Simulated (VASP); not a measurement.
# Ru (P6_3/mmc) in VASP: a series of runs

Ru is run at these levels: PBE; tasks: single point.

Program: VASP 6.6.1. These are calculated values, not measurements. Logs are shortened: lines on timing, memory, paths and dates and some standing lists are left out, and cuts for length are marked.

**1. The cell of the first run**

It takes space group P6_3/mmc (No. 194, hexagonal). Conventional cell: a = 2.724 Å, b = 2.724 Å, c = 4.289 Å, α = 90.00°, β = 90.00°, γ = 120.00°. Within 3.5 Å of Ru (site symmetry -6m2) lie 12 Ru at 2.66 to 2.72 Å.

**2. Single point, PBE**

Input file INCAR:

```
SYSTEM = Ru
ALGO = Normal ; EDIFF = 1E-7
ENCUT = 520 ; GGA = PE
ISIF = 2 ; ISMEAR = 1
LASPH = .TRUE. ; LCHARG = .TRUE.
LELF = .TRUE. ; LREAL = .FALSE.
LVHAR = .TRUE. ; LWAVE = .FALSE.
NBANDS = 21 ; NELM = 60
PREC = Accurate ; SIGMA = 0.01
```

Input file KPOINTS:

```
k-points
0
G
  13 13 7
  0 0 0
```

Input file POSCAR:

```
Ru
1.0
    2.7235595794      0.0000000000      0.0000000000
   -1.3617797897      2.3586717845      0.0000000000
    0.0000000000      0.0000000000      4.2890849607
Ru
2
Direct
    0.3333333333      0.6666666667      0.2500000000
    0.6666666667      0.3333333333      0.7500000000
```

Potentials or basis: VASP PAW PBE potentials, release 64 (Ru_pv).

Launch:

```bash
$ cat potpaw_PBE.64/Ru_pv/POTCAR > POTCAR
$ mpirun -np 1 vasp_std > vasp.out
```

OUTCAR:

```text
SYSTEM = Ru
   EDIFF = 1E-7
   ENCUT = 520
   GGA = PE
   ISIF = 2
   ISMEAR = 1
   LASPH = .TRUE.
   LREAL = .FALSE.
   NELM = 60
   PREC = Accurate

 ion  position               nearest neighbor table
   1  0.333  0.667  0.250-   2 2.66   2 2.66   2 2.66   2 2.66   2 2.66   2 2.66
   2  0.667  0.333  0.750-   1 2.66   1 2.66   1 2.66   1 2.66   1 2.66   1 2.66

  LATTYP: Found a hexagonal cell.
 ALAT       =     2.7235595794
 C/A-ratio  =     1.5748085679

  Lattice vectors:

 A1 = (   2.7235595794,   0.0000000000,   0.0000000000)
 A2 = (  -1.3617797897,   2.3586717845,   0.0000000000)
 A3 = (   0.0000000000,   0.0000000000,   4.2890849607)

Analysis of symmetry for initial positions (statically):
=====================================================================
 Subroutine PRICEL returns:
 Original cell was already a primitive cell.

 Routine SETGRP: Setting up the symmetry group for a
 hexagonal supercell.

 Subroutine GETGRP returns: Found 24 space group operations
 (whereof 12 operations were pure point group operations)
 out of a pool of 24 trial point group operations.

The static configuration has the point symmetry D_3d.
 The point group associated with its full space group is D_6h.

Analysis of symmetry for dynamics (positions and initial velocities):
=====================================================================
 Subroutine PRICEL returns:
 Original cell was already a primitive cell.

 Routine SETGRP: Setting up the symmetry group for a
 hexagonal supercell.

 Subroutine GETGRP returns: Found 24 space group operations
 (whereof 12 operations were pure point group operations)
 out of a pool of 24 trial point group operations.

The dynamic configuration has the point symmetry D_3d.
 The point group associated with its full space group is D_6h.

 Subroutine INISYM returns: Found 24 space group operations
 (whereof 12 operations are pure point group operations),
 and found     1 'primitive' translations

----------------------------------------------------------------------------------------

                                     Primitive cell

  volume of cell :      27.5530

  direct lattice vectors                    reciprocal lattice vectors
     2.723559579  0.000000000  0.000000000     0.367166559  0.211983712  0.000000000
    -1.361779790  2.358671784  0.000000000     0.000000000  0.423967424  0.000000000
     0.000000000  0.000000000  4.289084961     0.000000000  0.000000000  0.233149963

  length of vectors
     2.723559579  2.723559579  4.289084961     0.423967424  0.423967424  0.233149963

  position of ions in fractional coordinates (direct lattice)
     0.333333333  0.666666667  0.250000000
     0.666666667  0.333333333  0.750000000

  ion indices of the primitive-cell ions
   primitive index   ion index
                 1           1
                 2           2

----------------------------------------------------------------------------------------

 KPOINTS: k-points

Automatic generation of k-mesh.
 Grid dimensions read from file:
 generate k-points for:   13   13    7

 Generating k-lattice:

  Cartesian coordinates                     Fractional coordinates (reciprocal lattice)
     0.028243581  0.016306439  0.000000000     0.076923077 -0.000000000  0.000000000
     0.000000000  0.032612879  0.000000000     0.000000000  0.076923077  0.000000000
     0.000000000  0.000000000  0.033307138     0.000000000  0.000000000  0.142857143

  Length of vectors
     0.032612879  0.032612879  0.033307138

  Shift w.r.t. Gamma in fractional coordinates (k-lattice)
     0.000000000  0.000000000  0.000000000

 Subroutine IBZKPT returns following result:
 ===========================================

 Found     84 irreducible k-points:

 Following reciprocal coordinates:
            Coordinates               Weight
  0.000000  0.000000  0.000000      1.000000
  0.076923  0.000000  0.000000      6.000000
  0.153846  0.000000  0.000000      6.000000
  0.230769  0.000000  0.000000      6.000000
  0.307692  0.000000  0.000000      6.000000
  0.384615  0.000000  0.000000      6.000000
[... 16 lines left out ...]
  0.076923  0.000000  0.142857     12.000000
  0.153846  0.000000  0.142857     12.000000
 [... further k-points ...]
   k-points           NKPTS =     84   k-points in BZ     NKDIM =     84   number of bands    NBANDS=     21
   number of dos      NEDOS =    301   number of ions     NIONS =      2
   total plane-waves  NPLWV =  12800
   dimension x,y,z NGX =    20 NGY =   20 NGZ =   32
   dimension x,y,z NGXF=    40 NGYF=   40 NGZF=   64
   ions per type =               2
   NGX,Y,Z   is equivalent  to a cutoff of  12.21, 12.21, 12.40 a.u.
   NGXF,Y,Z  is equivalent  to a cutoff of  24.42, 24.42, 24.81 a.u.
 SYSTEM =  Ru
   PREC   = accura    normal or accurate (medium, high low for compatibility)
   ISTART =      0    job   : 0-new  1-cont  2-samecut
   ICHARG =      2    charge: 1-file 2-atom 10-const
   ISPIN  =      1    spin polarized calculation?
   LNONCOLLINEAR =      F non collinear calculations
   LSORBIT =      F    spin-orbit coupling
   LASPH  =      T    aspherical Exc in radial PAW
   ENCUT  =  520.0 eV  38.22 Ry    6.18 a.u.   5.06  5.06  7.97*2*pi/ulx,y,z
   NELM   =     60;   NELMIN=  2; NELMDL= -5     # of ELM steps
   EDIFF  = 0.1E-06   stopping-criterion for ELM
   LREAL  =      F    real-space projection
   EDIFFG = 0.1E-05   stopping-criterion for IOM
   NSW    =      0    number of steps for IOM
   IBRION =     -1    ionic relax: 0-MD 1-quasi-New 2-CG
   NFREE  =      0    steps in history (QN), initial steepest desc. (CG)
   ISIF   =      2    stress and relaxation
   ISYM   =      2    0-nonsym 1-usesym 2-fastsym
   POTIM  = 0.5000    time-step for ionic-motion
   TEBEG  =    0.0;   TEEND  =   0.0 temperature during run
   PSTRESS=    0.0 pullay stress
   NELECT =      28.0000    total number of electrons
   NUPDOWN=      -1.0000    fix difference up-down
   EMIN   =  10.00;   EMAX   =-10.00  energy-range for DOS
   EFERMI =   0.00;   METHOD = LEGACY
   ISMEAR =     1;   SIGMA  =   0.01  broadening in eV -4-tet -1-fermi 0-gaus
   EFERMI_NEDOS =   21; number of points for ismear=-14 and -15
   IALGO  =     38    algorithm
   IMIX   =      4    mixing-type and parameters
     AMIX     =   0.40;   BMIX     =  1.00
     AMIX_MAG =   1.60;   BMIX_MAG =  1.00
  volume/ion in A,a.u.               =      13.78        92.97
  Fermi-wavevector in a.u.,A,eV,Ry     =   1.645904  3.110308 36.858181  2.709000
  Thomas-Fermi vector in A             =   2.735622
   LORBIT       =      0    0 simple, 1 ext, 2 COOP (PROOUT), +10 PAW based schemes
   GGA     = PE    functional components
   LHFCALC =     F    Hartree Fock is set to
   AEXX    =    0.0000 exact exchange contribution
   IVDW    =     0    specifies the selected vdW correction
   LEPSILON=     F    determine dielectric tensor
   LRPA    =     F    only Hartree local field effects (RPA)
 non-spin polarized calculation
 Methfessel and Paxton  Order N= 1 SIGMA  =   0.01
  energy-cutoff  :      520.00
  volume of cell :       27.55
 maximum number of plane-waves:       756
   NGX = 11   NGY = 11   NGZ = 15

 number of electron      28.0000012 magnetization

 Free energy of the ion-electron system (eV)
  ---------------------------------------------------
  ext. energy  EPLUGINS =         0.00000000
  ---------------------------------------------------
  free energy    TOTEN  =       -18.46160088 eV

  energy without entropy =      -18.46159473  energy(sigma->0) =      -18.46159883

 E-fermi :  12.6089     XC(G=0): -14.0303

 val. band max:       12.6018609444   @ k =   0.2308   0.0000   0.2857
 cond. band min:      12.6101076797   @ k =   0.3846   0.0000   0.4286
 fundamental gap:      0.0082467353
 Fermi energy:        12.6089198272

 k-point     1 :       0.0000    0.0000    0.0000
  band No.  band energies     occupation
      1     -31.0258      2.00000
      2     -30.1470      2.00000
      3     -30.1470      2.00000
      4     -29.9804      2.00000
      5     -29.9804      2.00000
      6     -29.9254      2.00000
[... 13 lines left out ...]
     20      22.9998      0.00000
     21      23.0143      0.00000

 k-point     2 :       0.0769    0.0000    0.0000
  band No.  band energies     occupation
      1     -31.0065      2.00000
      2     -30.1870      2.00000
      3     -30.1607      2.00000
      4     -30.0223      2.00000
      5     -29.9858      2.00000
      6     -29.9346      2.00000
[... 13 lines left out ...]
     20      22.9998      0.00000
     21      23.0125      0.00000

 k-point     3 :       0.1538    0.0000    0.0000
  band No.  band energies     occupation
      1     -30.9511      2.00000
      2     -30.2978      2.00000
      3     -30.1975      2.00000
      4     -30.1362      2.00000
      5     -30.0017      2.00000
      6     -29.9622      2.00000
[... 13 lines left out ...]
     20      22.9998      0.00000
     21      23.0086      0.00000

 k-point     4 :       0.2308    0.0000    0.0000
  band No.  band energies     occupation
      1     -30.8658      2.00000
      2     -30.4543      2.00000
      3     -30.2921      2.00000
      4     -30.2474      2.00000
      5     -30.0257      2.00000
      6     -30.0080      2.00000
[... 13 lines left out ...]
     20      22.9997      0.00000
     21      23.0054      0.00000

 k-point     5 :       0.3077    0.0000    0.0000
  band No.  band energies     occupation
      1     -30.7617      2.00000
      2     -30.6205      2.00000
      3     -30.4520      2.00000
      4     -30.2985      2.00000
      5     -30.0701      2.00000
      6     -30.0526      2.00000
[... 13 lines left out ...]
     20      22.9995      0.00000
     21      23.0022      0.00000
[... 382 lines left out ...]
     20      22.9999      0.00000
     21      23.0000      0.00000

 k-point    22 :       0.0000    0.0000    0.1429
  band No.  band energies     occupation
      1     -30.9740      2.00000
      2     -30.1389      2.00000
      3     -30.1389      2.00000
      4     -29.9888      2.00000
      5     -29.9888      2.00000
      6     -29.9828      2.00000
[... 13 lines left out ...]
     20      22.9998      0.00000
     21      23.7561      0.00000

 k-point    23 :       0.0769    0.0000    0.1429
  band No.  band energies     occupation
      1     -30.9574      2.00000
      2     -30.1775      2.00000
      3     -30.1521      2.00000
      4     -30.0507      2.00000
      5     -29.9946      2.00000
      6     -29.9700      2.00000
[... 13 lines left out ...]
     20      22.9998      0.00000
     21      23.7510      0.00000

 k-point    24 :       0.1538    0.0000    0.1429
  band No.  band energies     occupation
      1     -30.9107      2.00000
      2     -30.2840      2.00000
      3     -30.1879      2.00000
      4     -30.1714      2.00000
      5     -30.0115      2.00000
      6     -29.9850      2.00000
[... 13 lines left out ...]
     20      22.9998      0.00000
     21      23.7468      0.00000

 [... further k-points ...]

------------------------ aborting loop because EDIFF is reached ----------------------------------------

  FORCE on cell =-STRESS in cart. coord.  units (eV):
  Direction    XX          YY          ZZ          XY          YZ          ZX
  --------------------------------------------------------------------------------------
  -------------------------------------------------------------------------------------
  Total       -0.1012724     -0.1012724      0.0182269      0.0000000     -0.0000000      0.0000000
  in kB       -5.8888795     -5.8888795      1.0598729      0.0000000     -0.0000000      0.0000000
  external PRESSURE =      -3.5726287 kB  Pullay stress =       0.0000000 kB

 VOLUME and BASIS-vectors are now :
 -----------------------------------------------------------------------------
  energy-cutoff  :      520.00
  volume of cell :       27.55
      direct lattice vectors                 reciprocal lattice vectors
     2.723559579  0.000000000  0.000000000     0.367166559  0.211983712  0.000000000
    -1.361779790  2.358671784  0.000000000     0.000000000  0.423967424  0.000000000
     0.000000000  0.000000000  4.289084961     0.000000000  0.000000000  0.233149963

 POSITION                                       TOTAL-FORCE (eV/Angst)
 -----------------------------------------------------------------------------------
     -0.00000      1.57245      1.07227        -0.000000      0.000000      0.000000
      1.36178      0.78622      3.21681         0.000000     -0.000000      0.000000
 -----------------------------------------------------------------------------------
    total drift:                               -0.000000      0.000000     -0.000000

  FREE ENERGIE OF THE ION-ELECTRON SYSTEM (eV)
  ---------------------------------------------------
  free  energy   TOTEN  =       -18.4616008755 eV

  energy  without entropy=      -18.4615947254  energy(sigma->0) =      -18.46159883
```

Run time: 38 s. Hardware: 1 thread of Intel Xeon 8259CL, shared host; peak memory 0.16 GiB.

Results:

| Property | Result |
| --- | --- |
| Free energy | -18.4616 eV |
| Pressure | -0.4 GPa |
| Band gap on the k mesh | zero (band 14 reaches 13.98 eV, above the bottom of band 15 at 11.05 eV) |

**3. Single point, PBE**

Input file INCAR:

```
PREC     = Accurate       # precision mode
ENCUT    = 520            # plane-wave cutoff, eV
EDIFF    = 1E-7           # SCF threshold, eV
ISMEAR   = 1              # smearing method
SIGMA    = 0.03           # smearing width, eV
LREAL    = F              # projectors in reciprocal space
LASPH    = T              # aspherical terms in the spheres
NELM     = 80             # most SCF steps
ALGO     = Normal         # electronic algorithm
ISIF     = 2              # what is computed and relaxed
LWAVE    = F              # write WAVECAR
LCHARG   = T              # write CHGCAR
GGA      = PE             # functional
LELF     = T              # ELF
LVHAR    = T            
NBANDS   = 21             # bands
```

Input file KPOINTS:

```
Automatic mesh
0
Gamma
  13 13 7
```

POSCAR is that of step 2.

Potentials or basis: VASP PAW PBE potentials, release 64 (Ru_pv).

Launch:

```bash
$ cat potpaw_PBE.64/Ru_pv/POTCAR > POTCAR
$ mpirun -np 1 vasp_std > vasp.out
```

Wall time 40 s (1 thread of Intel Xeon 8259CL, shared host); peak memory 0.16 GiB.

Results (log left out):

| Quantity | Value |
| --- | --- |
| Free energy | -18.4616 eV |
| Pressure | -0.4 GPa |
| Band gap on the k mesh | zero (band 14 reaches 13.98 eV, above the bottom of band 15 at 11.05 eV) |

Stress tensor (GPa, compression positive):
```
-0.53  0.00  0.00
 0.00 -0.53  0.00
 0.00  0.00  0.01
```

Levels at points of the mesh, in eV from the Fermi level:
```tsv
k point	band 12	band 13	band 14	band 15	band 16	band 17
(0.00, 0.00, 0.00)	-1.92	-1.92	-1.44	-1.44	1.11	1.11
```

**4. Single point, PBE**

Input file INCAR:

```
  PREC = Accurate
  ENCUT = 520
  EDIFF = 1E-6
  ISMEAR = 1
  SIGMA = 0.1
  LREAL = False
  LASPH = True
  NELM = 100
  ALGO = Normal
  ISIF = 2
  LWAVE = False
  LCHARG = False
  GGA = PE
  NBANDS = 21
```

Input file KPOINTS:

```
regular mesh
0
Gamma
  13 13 7
```

POSCAR is that of step 3.

Potentials or basis: VASP PAW PBE potentials, release 64 (Ru_pv).

Launch:

```bash
$ cat potpaw_PBE.64/Ru_pv/POTCAR > POTCAR
$ mpirun -np 1 vasp_std > vasp.out
```

OUTCAR:

```text
PREC = Accurate
   ENCUT = 520
   EDIFF = 1E-6
   ISMEAR = 1
   LREAL = False
   LASPH = True
   NELM = 100
   ISIF = 2
   GGA = PE

 ion  position               nearest neighbor table
   1  0.333  0.667  0.250-   2 2.66   2 2.66   2 2.66   2 2.66   2 2.66   2 2.66
   2  0.667  0.333  0.750-   1 2.66   1 2.66   1 2.66   1 2.66   1 2.66   1 2.66

  LATTYP: Found a hexagonal cell.
 ALAT       =     2.7235595794
 C/A-ratio  =     1.5748085679

  Lattice vectors:

 A1 = (   2.7235595794,   0.0000000000,   0.0000000000)
[... 189 lines left out ...]
      2     -30.1481      2.00000
      3     -30.1481      2.00000
      4     -29.9815      2.00000
      5     -29.9815      2.00000
      6     -29.9273      2.00000
[... 565 lines left out ...]
     20      22.9974      0.00000
     21      23.7463      0.00000

 [... further k-points ...]
[... 5 lines left out ...]
  --------------------------------------------------------------------------------------
  -------------------------------------------------------------------------------------
  Total       -0.0908422     -0.0908422     -0.0160967      0.0000000      0.0000000      0.0000000
  in kB       -5.2823747     -5.2823747     -0.9360083      0.0000000      0.0000000      0.0000000
  external PRESSURE =      -3.8335859 kB  Pullay stress =       0.0000000 kB

 VOLUME and BASIS-vectors are now :
 -----------------------------------------------------------------------------
  energy-cutoff  :      520.00
  volume of cell :       27.55
      direct lattice vectors                 reciprocal lattice vectors
     2.723559579  0.000000000  0.000000000     0.367166559  0.211983712  0.000000000
    -1.361779790  2.358671784  0.000000000     0.000000000  0.423967424  0.000000000
     0.000000000  0.000000000  4.289084961     0.000000000  0.000000000  0.233149963

 POSITION                                       TOTAL-FORCE (eV/Angst)
 -----------------------------------------------------------------------------------
     -0.00000      1.57245      1.07227         0.000000     -0.000000      0.000000
      1.36178      0.78622      3.21681        -0.000000      0.000000      0.000000
 -----------------------------------------------------------------------------------
    total drift:                               -0.000000      0.000000     -0.000000

  FREE ENERGIE OF THE ION-ELECTRON SYSTEM (eV)
  ---------------------------------------------------
  free  energy   TOTEN  =       -18.4609042727 eV

  energy  without entropy=      -18.4630805145  energy(sigma->0) =      -18.46162969
```

stdout:

```text
POSCAR found type information on POSCAR Ru
 POSCAR found :  1 types and       2 ions
 scaLAPACK will be used
 LDA part: xc-table for (Slater+PW92), standard interpolation
 POSCAR, INCAR and KPOINTS ok, starting setup
 FFT: planning ... GRIDC
 FFT: planning ... GRID_SOFT
 FFT: planning ... GRID
 WAVECAR not read
 entering main loop
```

Wall time 38 s (1 thread of Intel Xeon 8259CL, shared host); peak memory 0.16 GiB.

What came out:

```
Free energy            : -18.4609 eV
Pressure               : -0.4 GPa
Band gap on the k mesh : zero (band 14 reaches 13.98 eV, above the bottom of band 15 at 11.05 eV)
```

Stress tensor (GPa, compression positive):
```
-0.53  0.00  0.00
 0.00 -0.53  0.00
 0.00  0.00 -0.09
```

**5. The runs side by side**

| smearing | gap on the mesh (eV) | pressure (GPa) |
| --- | --- | --- |
| methfessel-paxton 0.01 eV | none | -0.4 |
| methfessel-paxton 0.03 eV | none | -0.4 |
| methfessel-paxton 0.1 eV | none | -0.4 |

Alike in all rows: task single point; level PBE; potentials or basis VASP PAW PBE potentials, release 64 (Ru_pv); no spin polarisation; cell as given; k mesh 13 × 13 × 7; cutoff (eV) 520.

Every run on the cell as given and a fine mesh finds a metal.

Absolute energies hang on the potentials; compare differences alone.
